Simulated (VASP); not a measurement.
# LiSi16 (a cell with a defect) in VASP: single point with PBE

Aim: the single point of LiSi16 (a cell with a defect) with PBE.

All numbers are computed with VASP 6.6.1; they aren't measurements. Logs are shortened: lines on timing, memory, paths and dates and some standing lists are left out, and cuts for length are marked.

## 1. The cell of the first run

The cell holds a defect, 17 atoms: a = 7.680 Å, b = 7.680 Å, c = 7.680 Å, α = 60.00°, β = 60.00°, γ = 60.00°.

## 2. Single point, PBE

INCAR reads:

```
SYSTEM = LiSi16
  PREC = Accurate
  ENCUT = 520
  EDIFF = 1E-6
  ISMEAR = -1
  SIGMA = 0.02
  LREAL = Auto
  LASPH = .TRUE.
  NELM = 80
  ALGO = Normal
  ISIF = 2
  LWAVE = .FALSE.
  LCHARG = .FALSE.
  GGA = PE
  NBANDS = 48
  NELECT = 66.0
```

KPOINTS reads:

```
regular mesh
0
G
  2 2 2
  0 0 0
```

POSCAR reads:

```
LiSi16
1.0
    0.0000000000      5.4307000000      5.4307000000
    5.4307000000      0.0000000000      5.4307000000
    5.4307000000      5.4307000000      0.0000000000
Si Li
16 1
Direct
    0.0093301190     -0.0018720861     -0.0042885314
    0.1349211888      0.1187339358      0.1234147753
    0.0093348659     -0.0018684098      0.4973141748
    0.1301810695      0.1239782984      0.6231690493
    0.0093531721      0.4975893229     -0.0032374670
    0.1348669603      0.6242297363      0.1234296233
    0.0093053375      0.4965146875      0.4973299647
    0.1348878119      0.6242331447      0.6179306336
    0.5137516343     -0.0115977351     -0.0008228143
    0.6356196898      0.1202324135      0.1252446494
    0.5026909311     -0.0000825737      0.4989627812
    0.6356299220      0.1202444622      0.6194167583
    0.5136858187      0.5000213770     -0.0008481440
    0.6412689306      0.6202608939      0.1194799716
    0.5137107426      0.5000207047      0.4876257313
    0.6355820569      0.6262024077      0.6193584013
    0.3940607490      0.3691187203      0.8685774427
```

Potentials or basis: VASP PAW PBE potentials, release 64 (Si, Li_sv).

Run with:

```console
cat potpaw_PBE.64/Si/POTCAR potpaw_PBE.64/Li_sv/POTCAR > POTCAR
mpirun -np 1 vasp_std > vasp.out
```

OUTCAR:

```text
SYSTEM = LiSi16
   PREC = Accurate
   ENCUT = 520
   EDIFF = 1E-6
   ISMEAR = -1
   LREAL = Auto
   LASPH = .TRUE.
   NELM = 80
   ISIF = 2
   GGA = PE
   NELECT = 66.0

 ion  position               nearest neighbor table
   1  0.009  0.998  0.996-   4 2.34  10 2.34   6 2.34   2 2.34
   2  0.135  0.119  0.123-   3 2.34   1 2.34   9 2.38   5 2.38  17 2.77
   3  0.009  0.998  0.497-   4 2.34  12 2.34   8 2.34   2 2.34
   4  0.130  0.124  0.623-  11 2.34   7 2.34   1 2.34   3 2.34
   5  0.009  0.498  0.997-  14 2.31   6 2.38   8 2.38   2 2.38  17 2.41
   6  0.135  0.624  0.123-   1 2.34   7 2.34   5 2.38  13 2.38  17 2.77
   7  0.009  0.497  0.497-   4 2.34  16 2.34   6 2.34   8 2.34
   8  0.135  0.624  0.618-   3 2.34   7 2.34   5 2.38  15 2.38  17 2.77
   9  0.514  0.988  0.999-  14 2.31   2 2.38  12 2.38  10 2.38  17 2.39
  10  0.636  0.120  0.125-   1 2.34  11 2.34   9 2.38  13 2.38  17 2.71
  11  0.503  1.000  0.499-   4 2.34  16 2.34  10 2.34  12 2.34
  12  0.636  0.120  0.619-   3 2.34  11 2.34   9 2.38  15 2.38  17 2.71
  13  0.514  0.500  0.999-  14 2.31   6 2.38  10 2.38  16 2.38  17 2.39
  14  0.641  0.620  0.119-   5 2.31   9 2.31  15 2.31  13 2.31
  15  0.514  0.500  0.488-  14 2.31   8 2.38  12 2.38  16 2.38  17 2.39
  16  0.636  0.626  0.619-   7 2.34  11 2.34  15 2.38  13 2.38  17 2.71
  17  0.394  0.369  0.869-   9 2.39  15 2.39  13 2.39   5 2.41  12 2.71  10 2.71  16 2.71   2 2.77
                             8 2.77   6 2.77

  LATTYP: Found a face centered cubic cell.
 ALAT       =    10.8614000000

  Lattice vectors:

 A1 = (   0.0000000000,   5.4307000000,   5.4307000000)
 A2 = (   5.4307000000,   0.0000000000,   5.4307000000)
 A3 = (   5.4307000000,   5.4307000000,   0.0000000000)

Analysis of symmetry for initial positions (statically):
=====================================================================
 Subroutine PRICEL returns:
 Original cell was already a primitive cell.

 Routine SETGRP: Setting up the symmetry group for a
 face centered cubic supercell.

 Subroutine GETGRP returns: Found  1 space group operations
 (whereof  1 operations were pure point group operations)
 out of a pool of 48 trial point group operations.

The static configuration has the point symmetry C_1 .

Analysis of symmetry for dynamics (positions and initial velocities):
=====================================================================
 Subroutine PRICEL returns:
 Original cell was already a primitive cell.

 Routine SETGRP: Setting up the symmetry group for a
 face centered cubic supercell.

 Subroutine GETGRP returns: Found  1 space group operations
 (whereof  1 operations were pure point group operations)
 out of a pool of 48 trial point group operations.

The dynamic configuration has the point symmetry C_1 .

 Subroutine INISYM returns: Found  1 space group operations
 (whereof  1 operations are pure point group operations),
 and found     1 'primitive' translations

----------------------------------------------------------------------------------------

                                     Primitive cell

  volume of cell :     320.3299

  direct lattice vectors                    reciprocal lattice vectors
     0.000000000  5.430700000  5.430700000    -0.092069162  0.092069162  0.092069162
     5.430700000  0.000000000  5.430700000     0.092069162 -0.092069162  0.092069162
     5.430700000  5.430700000  0.000000000     0.092069162  0.092069162 -0.092069162

  length of vectors
     7.680169593  7.680169593  7.680169593     0.159468467  0.159468467  0.159468467

  position of ions in fractional coordinates (direct lattice)
     0.009330119  0.998127914  0.995711469
     0.134921189  0.118733936  0.123414775
     0.009334866  0.998131590  0.497314175
     0.130181069  0.123978298  0.623169049
     0.009353172  0.497589323  0.996762533
     0.134866960  0.624229736  0.123429623
[... 9 lines left out ...]
     0.635582057  0.626202408  0.619358401
     0.394060749  0.369118720  0.868577443

  ion indices of the primitive-cell ions
   primitive index   ion index
                 1           1
                 2           2
                 3           3
                 4           4
                 5           5
                 6           6
[... 9 lines left out ...]
                16          16
                17          17

----------------------------------------------------------------------------------------

 KPOINTS: regular mesh

Automatic generation of k-mesh.
 Grid dimensions read from file:
 generate k-points for:    2    2    2

 Generating k-lattice:

  Cartesian coordinates                     Fractional coordinates (reciprocal lattice)
    -0.046034581  0.046034581  0.046034581     0.500000000  0.000000000  0.000000000
     0.046034581 -0.046034581  0.046034581     0.000000000  0.500000000  0.000000000
     0.046034581  0.046034581 -0.046034581     0.000000000  0.000000000  0.500000000

  Length of vectors
     0.079734234  0.079734234  0.079734234

  Shift w.r.t. Gamma in fractional coordinates (k-lattice)
     0.000000000  0.000000000  0.000000000

 Subroutine IBZKPT returns following result:
 ===========================================

 Found      8 irreducible k-points:

 Following reciprocal coordinates:
            Coordinates               Weight
  0.000000  0.000000  0.000000      1.000000
  0.500000  0.000000  0.000000      1.000000
  0.000000  0.500000  0.000000      1.000000
  0.000000  0.000000  0.500000      1.000000
  0.500000  0.500000  0.500000      1.000000
  0.500000  0.500000  0.000000      1.000000
  0.000000  0.500000  0.500000      1.000000
  0.500000  0.000000  0.500000      1.000000
   k-points           NKPTS =      8   k-points in BZ     NKDIM =      8   number of bands    NBANDS=     48
   number of dos      NEDOS =    301   number of ions     NIONS =     17
   total plane-waves  NPLWV = 216000
   dimension x,y,z NGX =    60 NGY =   60 NGZ =   60
   dimension x,y,z NGXF=   120 NGYF=  120 NGZF=  120
   ions per type =              16   1
   NGX,Y,Z   is equivalent  to a cutoff of  12.99, 12.99, 12.99 a.u.
   NGXF,Y,Z  is equivalent  to a cutoff of  25.98, 25.98, 25.98 a.u.
 SYSTEM =  LiSi16
   PREC   = accura    normal or accurate (medium, high low for compatibility)
   ISTART =      0    job   : 0-new  1-cont  2-samecut
   ICHARG =      2    charge: 1-file 2-atom 10-const
   ISPIN  =      1    spin polarized calculation?
   LNONCOLLINEAR =      F non collinear calculations
   LSORBIT =      F    spin-orbit coupling
   LASPH  =      T    aspherical Exc in radial PAW
   ENCUT  =  520.0 eV  38.22 Ry    6.18 a.u.  14.28 14.28 14.28*2*pi/ulx,y,z
   NELM   =     80;   NELMIN=  2; NELMDL= -5     # of ELM steps
   EDIFF  = 0.1E-05   stopping-criterion for ELM
   LREAL  =      T    real-space projection
   EDIFFG = 0.1E-04   stopping-criterion for IOM
   NSW    =      0    number of steps for IOM
   IBRION =     -1    ionic relax: 0-MD 1-quasi-New 2-CG
   NFREE  =      0    steps in history (QN), initial steepest desc. (CG)
   ISIF   =      2    stress and relaxation
   ISYM   =      2    0-nonsym 1-usesym 2-fastsym
   POTIM  = 0.5000    time-step for ionic-motion
   TEBEG  =    0.0;   TEEND  =   0.0 temperature during run
   PSTRESS=    0.0 pullay stress
   NELECT =      66.0000    total number of electrons
   NUPDOWN=      -1.0000    fix difference up-down
   EMIN   =  10.00;   EMAX   =-10.00  energy-range for DOS
   EFERMI =   0.00;   METHOD = LEGACY
   ISMEAR =    -1;   SIGMA  =   0.02  broadening in eV -4-tet -1-fermi 0-gaus
   EFERMI_NEDOS =   21; number of points for ismear=-14 and -15
   IALGO  =     38    algorithm
   IMIX   =      4    mixing-type and parameters
     AMIX     =   0.40;   BMIX     =  1.00
     AMIX_MAG =   1.60;   BMIX_MAG =  1.00
  volume/ion in A,a.u.               =      18.84       127.16
  Fermi-wavevector in a.u.,A,eV,Ry     =   0.966920  1.827213 12.720541  0.934933
  Thomas-Fermi vector in A             =   2.096762
   LORBIT       =      0    0 simple, 1 ext, 2 COOP (PROOUT), +10 PAW based schemes
   GGA     = PE    functional components
   LHFCALC =     F    Hartree Fock is set to
   AEXX    =    0.0000 exact exchange contribution
   IVDW    =     0    specifies the selected vdW correction
   LEPSILON=     F    determine dielectric tensor
   LRPA    =     F    only Hartree local field effects (RPA)
 non-spin polarized calculation
  energy-cutoff  :      520.00
  volume of cell :      320.33
 maximum number of plane-waves:      8646
 NGX is ok and might be reduce to    60
   NGX = 29   NGY = 29   NGZ = 29

 number of electron      66.0000002 magnetization

 Free energy of the ion-electron system (eV)
  ---------------------------------------------------
  ext. energy  EPLUGINS =         0.00000000
  ---------------------------------------------------
  free energy    TOTEN  =       -93.50901258 eV

  energy without entropy =      -93.50901252  energy(sigma->0) =      -93.50901255

 E-fermi :   6.3586     XC(G=0):  -9.4397

 val. band max:        6.0405663741   @ k =   0.0000   0.0000   0.0000
 cond. band min:       6.6770334879   @ k =   0.0000   0.0000   0.0000
 fundamental gap:      0.6364671138
 Fermi energy:         6.3586364879

 k-point     1 :       0.0000    0.0000    0.0000
  band No.  band energies     occupation
      1     -40.3808      2.00000
      2      -5.9245      2.00000
      3      -3.6748      2.00000
      4      -3.6139      2.00000
      5      -3.6137      2.00000
      6      -3.6115      2.00000
[... 37 lines left out ...]
     44       8.3366      0.00000
     45       8.3376      0.00000

 k-point     2 :       0.5000    0.0000    0.0000
  band No.  band energies     occupation
      1     -40.3808      2.00000
      2      -5.1958      2.00000
      3      -5.0709      2.00000
      4      -3.3575      2.00000
      5      -3.3157      2.00000
      6      -3.3150      2.00000
[... 280 lines left out ...]
 k-point     8 :       0.5000    0.0000    0.5000
  band No.  band energies     occupation
      1     -40.3808      2.00000
      2      -4.9078      2.00000
      3      -4.8169      2.00000
      4      -3.9291      2.00000
      5      -3.8974      2.00000
      6      -3.8967      2.00000
[... 37 lines left out ...]
     44      10.3267      0.00000
     45      10.3931      0.00000
 [bands above 45 left out]

------------------------ aborting loop because EDIFF is reached ----------------------------------------

  FORCE on cell =-STRESS in cart. coord.  units (eV):
  Direction    XX          YY          ZZ          XY          YZ          ZX
  --------------------------------------------------------------------------------------
  -------------------------------------------------------------------------------------
  Total       -1.2392304     -1.2382731     -1.2431266     -0.0096838      0.0013742     -0.0067973
  in kB       -6.1981945     -6.1934066     -6.2176821     -0.0484351      0.0068734     -0.0339978
  external PRESSURE =      -6.2030944 kB  Pullay stress =       0.0000000 kB

 VOLUME and BASIS-vectors are now :
 -----------------------------------------------------------------------------
  energy-cutoff  :      520.00
  volume of cell :      320.33
      direct lattice vectors                 reciprocal lattice vectors
     0.000000000  5.430700000  5.430700000    -0.092069162  0.092069162  0.092069162
     5.430700000  0.000000000  5.430700000     0.092069162 -0.092069162  0.092069162
     5.430700000  5.430700000  0.000000000     0.092069162  0.092069162 -0.092069162

 POSITION                                       TOTAL-FORCE (eV/Angst)
 -----------------------------------------------------------------------------------
     10.82794      5.45808      5.47120        -0.012960      0.007106      0.011917
      1.31504      1.40295      1.37752         0.001931     -0.002158      0.002755
      8.12132      2.75146      5.47125        -0.008003      0.012897      0.012375
      4.05753      4.09122      1.38026        -0.014681      0.013594      0.013214
      8.11538      5.46391      2.75305         0.018002     -0.017945     -0.017582
      4.06031      1.40273      4.12243        -0.003151     -0.001375     -0.001115
[... 9 lines left out ...]
      6.76427      6.81521      6.85237        -0.007588      0.008899     -0.009912
      6.72156      6.85701      4.14460         0.049554     -0.045531     -0.040547
 -----------------------------------------------------------------------------------
    total drift:                               -0.006383      0.006028      0.004847

  FREE ENERGIE OF THE ION-ELECTRON SYSTEM (eV)
  ---------------------------------------------------
  free  energy   TOTEN  =       -93.5090125758 eV

  energy  without entropy=      -93.5090125215  energy(sigma->0) =      -93.50901255
```

Run time: 3.2 min. Hardware: 1 thread of Intel Xeon Platinum 8488C (Sapphire Rapids), shared host; peak memory 0.48 GiB.

What came out:

```yaml
Free_energy: -93.5090 eV
Largest_force: 0.079 eV/Å
```

Forces on the atoms (eV/Å):
```
Si  -0.013  0.007  0.012
Si   0.002 -0.002  0.003
Si  -0.008  0.013  0.012
Si  -0.015  0.014  0.013
Si   0.018 -0.018 -0.018
Si  -0.003 -0.001 -0.001
Si  -0.011  0.012  0.007
Si   0.002  0.003 -0.002
Si   0.000  0.001  0.012
Si  -0.006 -0.008  0.009
Si  -0.019  0.018  0.016
Si   0.006  0.007  0.009
Si  -0.017 -0.003 -0.001
Si   0.020 -0.021 -0.022
Si   0.002  0.014  0.000
Si  -0.008  0.009 -0.010
Li   0.050 -0.046 -0.041
```

Levels at points of the mesh, in eV from the Fermi level:
```
           k point  band 29  band 30  band 31  band 32  band 33  band 34  band 35  band 36  band 37  band 38
(0.00, 0.00, 0.00)    -1.45    -1.44    -0.33    -0.32    -0.32     0.32     0.32     0.32     0.39     0.39
(0.50, 0.00, 0.00)    -2.40    -1.13    -1.13    -1.05    -1.05     0.90     1.06     1.06     1.27     1.30
(0.00, 0.50, 0.00)    -2.44    -1.14    -1.13    -1.05    -1.05     0.87     1.09     1.09     1.26     1.27
(0.00, 0.00, 0.50)    -2.44    -1.14    -1.13    -1.05    -1.05     0.87     1.09     1.09     1.26     1.27
(0.50, 0.50, 0.50)    -2.44    -1.14    -1.13    -1.05    -1.05     0.87     1.08     1.09     1.26     1.27
(0.50, 0.50, 0.00)    -2.23    -1.68    -1.68    -1.63    -1.59     0.75     0.81     1.87     1.99     1.99
(0.00, 0.50, 0.50)    -2.23    -1.68    -1.68    -1.63    -1.59     0.75     0.81     1.87     1.99     1.99
(0.50, 0.00, 0.50)    -2.23    -1.68    -1.68    -1.63    -1.59     0.75     0.81     1.87     1.99     1.99
```

Caveat: the k points lie up to 0.50 Å⁻¹ apart; the cell carries a net charge on a neutralising background, which shifts energy and pressure; the cell is charged against a uniform background, so pressure and absolute levels hang on convention; the cutoff is under 1.25 times the usual one of these potentials, so pressure, stress and relaxed cells hold a basis-set (Pulay) error.
